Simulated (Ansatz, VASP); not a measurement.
# AsHF: VASP beside Ansatz

```xyz
3
Lattice="5.8457 0.0000 0.0000 0.0000 5.8457 0.0000 0.0000 0.0000 2.3060" Properties=species:S:1:pos:R:3 pbc="T T T"
H     0.0000    0.0000    0.0000
As    2.9228    2.9228    1.1530
F     0.0000    0.0000    1.1530
```

Alike in both runs: functional PBE; k mesh 10 × 10 × 20; occupations gaussian, width 0.1 eV; no spin polarisation.

Ansatz relaxed the structure, and its values are those at the end. VASP's run is a single point on that final structure, the one shown.

|  | VASP | Ansatz |
| --- | --- | --- |
| version | VASP 6.6.1 | Ansatz 0.2.0 |
| potentials or method | VASP PAW PBE potentials, release 64 (H, As, F), cutoff 600 eV | scalar-relativistic, plane waves, PAW |
| valence electrons in the cell | 13 | 23 |

```tsv
	VASP	Ansatz	Ansatz less VASP
gap on the k mesh at the Fermi level (eV)	none	none	-
pressure (GPa)	0.0	0.0	0.00
```

A gap of «none» marks a metal or a gap that the smearing closes. The functional is the same, so the differences come from potentials, cutoffs and numerics. VASP's potentials hold 13 valence electrons a cell and Ansatz's 23, so a difference there can come from the potentials and not from the codes.
